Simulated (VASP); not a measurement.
# MoS2 (P6_3/mmc) in VASP: single point with PBE

Aim: the single point of MoS2 with PBE.

Everything below comes from runs of VASP 6.6.1. Logs are shortened: lines on timing, memory, paths and dates and some standing lists are left out, and cuts for length are marked.

### 1 The cell of the first run

Symmetry: P6_3/mmc, No. 194, hexagonal system. The conventional cell has a = 3.160 Å, b = 3.160 Å, c = 12.294 Å, α = 90.00°, β = 90.00°, γ = 120.00°. Mo (site symmetry -6m2) has 6 S at 2.42 Å and 6 Mo at 3.16 Å within 3.2 Å. Within 3.2 Å of S (site symmetry 3m) lie 3 Mo at 2.42 Å and 7 S at 3.16 to 3.17 Å.

### 2 Single point, PBE

INCAR reads:

```
PREC = Accurate ; ENCUT = 520
EDIFF = 1E-7 ; ISMEAR = 0
SIGMA = 0.03 ; LREAL = False
LASPH = True ; NELM = 80
ALGO = Normal ; ISIF = 2
LWAVE = False ; LCHARG = True
GGA = PE ; LELF = True
LVHAR = True ; NBANDS = 35
```

KPOINTS reads:

```
Automatic mesh
0
Gamma
  10 10 3
```

POSCAR reads:

```
MoS2
1.0
    3.1600000000      0.0000000000      0.0000000000
   -1.5800000000      2.7366402800      0.0000000000
    0.0000000000      0.0000000000     12.2940000000
Mo S
2 4
Direct
    0.3333333300      0.6666666700      0.2500000000
    0.6666666700      0.3333333300      0.7500000000
    0.3333333300      0.6666666700      0.6210000000
    0.6666666700      0.3333333300      0.3790000000
    0.6666666700      0.3333333300      0.1210000000
    0.3333333300      0.6666666700      0.8790000000
```

Potentials or basis: VASP PAW PBE potentials, release 64 (Mo_sv, S).

On the command line:

```bash
> cat potpaw_PBE.64/Mo_sv/POTCAR potpaw_PBE.64/S/POTCAR > POTCAR
> mpirun -np 1 vasp_std > vasp.out
```

OUTCAR:

```text
PREC = Accurate
   ENCUT = 520
   EDIFF = 1E-7
   ISMEAR = 0
   LREAL = False
   LASPH = True
   NELM = 80
   ISIF = 2
   GGA = PE

 ion  position               nearest neighbor table
   1  0.333  0.667  0.250-   4 2.42   5 2.42   4 2.42   5 2.42   4 2.42   5 2.42
   2  0.667  0.333  0.750-   3 2.42   6 2.42   3 2.42   6 2.42   3 2.42   6 2.42
   3  0.333  0.667  0.621-   2 2.42   2 2.42   2 2.42
   4  0.667  0.333  0.379-   1 2.42   1 2.42   1 2.42
   5  0.667  0.333  0.121-   1 2.42   1 2.42   1 2.42
   6  0.333  0.667  0.879-   2 2.42   2 2.42   2 2.42

  LATTYP: Found a hexagonal cell.
 ALAT       =     3.1600000000
 C/A-ratio  =     3.8905063291

  Lattice vectors:

 A1 = (   3.1600000000,   0.0000000000,   0.0000000000)
 A2 = (  -1.5800000000,   2.7366402800,   0.0000000000)
 A3 = (   0.0000000000,   0.0000000000,  12.2940000000)

Analysis of symmetry for initial positions (statically):
=====================================================================
 Subroutine PRICEL returns:
 Original cell was already a primitive cell.

 Routine SETGRP: Setting up the symmetry group for a
 hexagonal supercell.

 Subroutine GETGRP returns: Found 24 space group operations
 (whereof 12 operations were pure point group operations)
 out of a pool of 24 trial point group operations.

The static configuration has the point symmetry D_3d.
 The point group associated with its full space group is D_6h.

Analysis of symmetry for dynamics (positions and initial velocities):
=====================================================================
 Subroutine PRICEL returns:
 Original cell was already a primitive cell.

 Routine SETGRP: Setting up the symmetry group for a
 hexagonal supercell.

 Subroutine GETGRP returns: Found 24 space group operations
 (whereof 12 operations were pure point group operations)
 out of a pool of 24 trial point group operations.

The dynamic configuration has the point symmetry D_3d.
 The point group associated with its full space group is D_6h.

 Subroutine INISYM returns: Found 24 space group operations
 (whereof 12 operations are pure point group operations),
 and found     1 'primitive' translations

----------------------------------------------------------------------------------------

                                     Primitive cell

  volume of cell :     106.3158

  direct lattice vectors                    reciprocal lattice vectors
     3.160000000  0.000000000  0.000000000     0.316455696  0.182705781  0.000000000
    -1.580000000  2.736640280  0.000000000     0.000000000  0.365411562  0.000000000
     0.000000000  0.000000000 12.294000000     0.000000000  0.000000000  0.081340491

  length of vectors
     3.160000000  3.160000003 12.294000000     0.365411563  0.365411562  0.081340491

  position of ions in fractional coordinates (direct lattice)
     0.333333330  0.666666670  0.250000000
     0.666666670  0.333333330  0.750000000
     0.333333330  0.666666670  0.621000000
     0.666666670  0.333333330  0.379000000
     0.666666670  0.333333330  0.121000000
     0.333333330  0.666666670  0.879000000

  ion indices of the primitive-cell ions
   primitive index   ion index
                 1           1
                 2           2
                 3           3
                 4           4
                 5           5
                 6           6

----------------------------------------------------------------------------------------

 KPOINTS: Automatic mesh

Automatic generation of k-mesh.
 Grid dimensions read from file:
 generate k-points for:   10   10    3

 Generating k-lattice:

  Cartesian coordinates                     Fractional coordinates (reciprocal lattice)
     0.031645570  0.018270578  0.000000000     0.100000000  0.000000000  0.000000000
     0.000000000  0.036541156  0.000000000     0.000000000  0.100000000  0.000000000
     0.000000000  0.000000000  0.027113497     0.000000000  0.000000000  0.333333333

  Length of vectors
     0.036541156  0.036541156  0.027113497

  Shift w.r.t. Gamma in fractional coordinates (k-lattice)
     0.000000000  0.000000000  0.000000000

 Subroutine IBZKPT returns following result:
 ===========================================

 Found     28 irreducible k-points:

 Following reciprocal coordinates:
            Coordinates               Weight
  0.000000  0.000000  0.000000      1.000000
  0.100000  0.000000  0.000000      6.000000
  0.200000  0.000000  0.000000      6.000000
  0.300000  0.000000  0.000000      6.000000
  0.400000  0.000000  0.000000      6.000000
  0.500000 -0.000000  0.000000      3.000000
[... 16 lines left out ...]
  0.300000  0.100000  0.333333     24.000000
  0.400000  0.100000  0.333333     24.000000
 [... further k-points ...]
   k-points           NKPTS =     28   k-points in BZ     NKDIM =     28   number of bands    NBANDS=     35
   number of dos      NEDOS =    301   number of ions     NIONS =      6
   total plane-waves  NPLWV =  55296
   dimension x,y,z NGX =    24 NGY =   24 NGZ =   96
   dimension x,y,z NGXF=    48 NGYF=   48 NGZF=  192
   ions per type =               2   4
   NGX,Y,Z   is equivalent  to a cutoff of  12.63, 12.63, 12.98 a.u.
   NGXF,Y,Z  is equivalent  to a cutoff of  25.25, 25.25, 25.96 a.u.
 SYSTEM =  unknown system
   PREC   = accura    normal or accurate (medium, high low for compatibility)
   ISTART =      0    job   : 0-new  1-cont  2-samecut
   ICHARG =      2    charge: 1-file 2-atom 10-const
   ISPIN  =      1    spin polarized calculation?
   LNONCOLLINEAR =      F non collinear calculations
   LSORBIT =      F    spin-orbit coupling
   LASPH  =      T    aspherical Exc in radial PAW
   ENCUT  =  520.0 eV  38.22 Ry    6.18 a.u.   5.88  5.88 22.86*2*pi/ulx,y,z
   NELM   =     80;   NELMIN=  2; NELMDL= -5     # of ELM steps
   EDIFF  = 0.1E-06   stopping-criterion for ELM
   LREAL  =      F    real-space projection
   EDIFFG = 0.1E-05   stopping-criterion for IOM
   NSW    =      0    number of steps for IOM
   IBRION =     -1    ionic relax: 0-MD 1-quasi-New 2-CG
   NFREE  =      0    steps in history (QN), initial steepest desc. (CG)
   ISIF   =      2    stress and relaxation
   ISYM   =      2    0-nonsym 1-usesym 2-fastsym
   POTIM  = 0.5000    time-step for ionic-motion
   TEBEG  =    0.0;   TEEND  =   0.0 temperature during run
   PSTRESS=    0.0 pullay stress
   NELECT =      52.0000    total number of electrons
   NUPDOWN=      -1.0000    fix difference up-down
   EMIN   =  10.00;   EMAX   =-10.00  energy-range for DOS
   EFERMI =   0.00;   METHOD = LEGACY
   ISMEAR =     0;   SIGMA  =   0.03  broadening in eV -4-tet -1-fermi 0-gaus
   EFERMI_NEDOS =   21; number of points for ismear=-14 and -15
   IALGO  =     38    algorithm
   IMIX   =      4    mixing-type and parameters
     AMIX     =   0.40;   BMIX     =  1.00
     AMIX_MAG =   1.60;   BMIX_MAG =  1.00
  volume/ion in A,a.u.               =      17.72       119.58
  Fermi-wavevector in a.u.,A,eV,Ry     =   1.289862  2.437486 22.636614  1.663744
  Thomas-Fermi vector in A             =   2.421729
   LORBIT       =      0    0 simple, 1 ext, 2 COOP (PROOUT), +10 PAW based schemes
   GGA     = PE    functional components
   LHFCALC =     F    Hartree Fock is set to
   AEXX    =    0.0000 exact exchange contribution
   IVDW    =     0    specifies the selected vdW correction
   LEPSILON=     F    determine dielectric tensor
   LRPA    =     F    only Hartree local field effects (RPA)
 non-spin polarized calculation
 Gauss-broadening in eV      SIGMA  =   0.03
  energy-cutoff  :      520.00
  volume of cell :      106.32
 maximum number of plane-waves:      2882
 NGX is ok and might be reduce to    24
   NGX = 11   NGY = 11   NGZ = 45

 number of electron      51.9999998 magnetization

 Free energy of the ion-electron system (eV)
  ---------------------------------------------------
  ext. energy  EPLUGINS =         0.00000000
  ---------------------------------------------------
  free energy    TOTEN  =       -43.58180710 eV

  energy without entropy =      -43.58180710  energy(sigma->0) =      -43.58180710

 E-fermi :   7.6859     XC(G=0): -10.8883

 val. band max:        7.5342061817   @ k =   0.0000   0.0000   0.0000
 cond. band min:       8.4495835016   @ k =   0.2000   0.2000   0.0000
 fundamental gap:      0.9153773199
 Fermi energy:         7.6859259252

 k-point     1 :       0.0000    0.0000    0.0000
  band No.  band energies     occupation
      1     -53.9138      2.00000
      2     -53.9138      2.00000
      3     -28.0630      2.00000
      4     -28.0629      2.00000
      5     -27.8300      2.00000
      6     -27.8300      2.00000
[... 27 lines left out ...]
     34      10.0032      0.00000
     35      13.2312      0.00000

 k-point     2 :       0.1000    0.0000    0.0000
  band No.  band energies     occupation
      1     -53.9099      2.00000
      2     -53.9099      2.00000
      3     -28.0554      2.00000
      4     -28.0554      2.00000
      5     -27.8685      2.00000
      6     -27.8685      2.00000
[... 27 lines left out ...]
     34      10.0139      0.00000
     35      13.9086      0.00000

 k-point     3 :       0.2000    0.0000    0.0000
  band No.  band energies     occupation
      1     -53.8998      2.00000
      2     -53.8998      2.00000
      3     -28.0357      2.00000
      4     -28.0357      2.00000
      5     -27.9684      2.00000
      6     -27.9684      2.00000
[... 27 lines left out ...]
     34      10.5665      0.00000
     35      14.9254      0.00000

 k-point     4 :       0.3000    0.0000    0.0000
  band No.  band energies     occupation
      1     -53.8872      2.00000
      2     -53.8872      2.00000
      3     -28.0897      2.00000
      4     -28.0897      2.00000
      5     -28.0113      2.00000
      6     -28.0112      2.00000
[... 27 lines left out ...]
     34      11.0503      0.00000
     35      14.6136      0.00000

 k-point     5 :       0.4000    0.0000    0.0000
  band No.  band energies     occupation
      1     -53.8770      2.00000
      2     -53.8769      2.00000
      3     -28.1863      2.00000
      4     -28.1863      2.00000
      5     -27.9914      2.00000
      6     -27.9914      2.00000
[... 638 lines left out ...]
 k-point    22 :       0.2000    0.1000    0.3333
  band No.  band energies     occupation
      1     -53.8915      2.00000
      2     -53.8915      2.00000
      3     -28.0387      2.00000
      4     -28.0387      2.00000
      5     -28.0197      2.00000
      6     -28.0197      2.00000
[... 27 lines left out ...]
     34      11.0594      0.00000
     35      15.2628      0.00000

 k-point    23 :       0.3000    0.1000    0.3333
  band No.  band energies     occupation
      1     -53.8801      2.00000
      2     -53.8801      2.00000
      3     -28.1405      2.00000
      4     -28.1405      2.00000
      5     -27.9976      2.00000
      6     -27.9975      2.00000
[... 27 lines left out ...]
     34      11.3656      0.00000
     35      14.3009      0.00000

 k-point    24 :       0.4000    0.1000    0.3333
  band No.  band energies     occupation
      1     -53.8730      2.00000
      2     -53.8730      2.00000
      3     -28.2026      2.00000
      4     -28.2026      2.00000
      5     -27.9838      2.00000
      6     -27.9838      2.00000
[... 27 lines left out ...]
     34      11.3181      0.00000
     35      13.4606      0.00000

 [... further k-points ...]

------------------------ aborting loop because EDIFF is reached ----------------------------------------

  FORCE on cell =-STRESS in cart. coord.  units (eV):
  Direction    XX          YY          ZZ          XY          YZ          ZX
  --------------------------------------------------------------------------------------
  -------------------------------------------------------------------------------------
  Total        1.0227736      1.0227736     -0.4642234      0.0000000     -0.0000000      0.0000000
  in kB       15.4131747     15.4131748     -6.9958365      0.0000000     -0.0000000      0.0000000
  external PRESSURE =       7.9435043 kB  Pullay stress =       0.0000000 kB

 VOLUME and BASIS-vectors are now :
 -----------------------------------------------------------------------------
  energy-cutoff  :      520.00
  volume of cell :      106.32
      direct lattice vectors                 reciprocal lattice vectors
     3.160000000  0.000000000  0.000000000     0.316455696  0.182705781  0.000000000
    -1.580000000  2.736640280  0.000000000     0.000000000  0.365411562  0.000000000
     0.000000000  0.000000000 12.294000000     0.000000000  0.000000000  0.081340491

 POSITION                                       TOTAL-FORCE (eV/Angst)
 -----------------------------------------------------------------------------------
     -0.00000      1.82443      3.07350         0.000000     -0.000000     -0.000000
      1.58000      0.91221      9.22050        -0.000000      0.000000     -0.000000
     -0.00000      1.82443      7.63457         0.000000     -0.000000      0.420795
      1.58000      0.91221      4.65943        -0.000000      0.000000     -0.420795
      1.58000      0.91221      1.48757         0.000000      0.000000      0.420795
     -0.00000      1.82443     10.80643         0.000000     -0.000000     -0.420795
 -----------------------------------------------------------------------------------
    total drift:                               -0.000014      0.000008     -0.000000

  FREE ENERGIE OF THE ION-ELECTRON SYSTEM (eV)
  ---------------------------------------------------
  free  energy   TOTEN  =       -43.5818070957 eV

  energy  without entropy=      -43.5818070957  energy(sigma->0) =      -43.58180710
```

It took 2.4 min on 1 thread of Intel Xeon 8259CL, shared host; peak memory 0.26 GiB.

Results:

| Property | Result |
| --- | --- |
| Free energy | -43.5818 eV |
| Pressure | 0.8 GPa |
| Largest force | 0.421 eV/Å |
| Band gap on the k mesh | 0.92 eV (least direct gap 1.89 eV) |

Forces on the atoms (eV/Å):
```
Mo   0.000  0.000  0.000
Mo   0.000  0.000  0.000
S    0.000  0.000  0.421
S    0.000  0.000 -0.421
S    0.000  0.000  0.421
S    0.000  0.000 -0.421
```

Levels at points of the mesh, in eV from the valence-band top:
| k point | band 22 | band 23 | band 24 | band 25 | band 26 | band 27 | band 28 | band 29 | band 30 | band 31 |
| --- | --- | --- | --- | --- | --- | --- | --- | --- | --- | --- |
| (0.00, 0.00, 0.00) | -1.96 | -1.96 | -1.18 | -1.13 | 0.00 | 2.17 | 2.17 | 2.21 | 2.21 | 2.28 |
| (0.50, 0.00, 0.00) | -2.47 | -1.61 | -1.38 | -1.35 | -1.22 | 1.72 | 1.77 | 2.06 | 2.37 | 2.87 |

Caveat: an odd mesh through Γ misses points on the zone boundary, where band edges can lie; this functional lacks dispersion, which binds the layers, so the pressure and a relaxed spacing across them are unreliable.
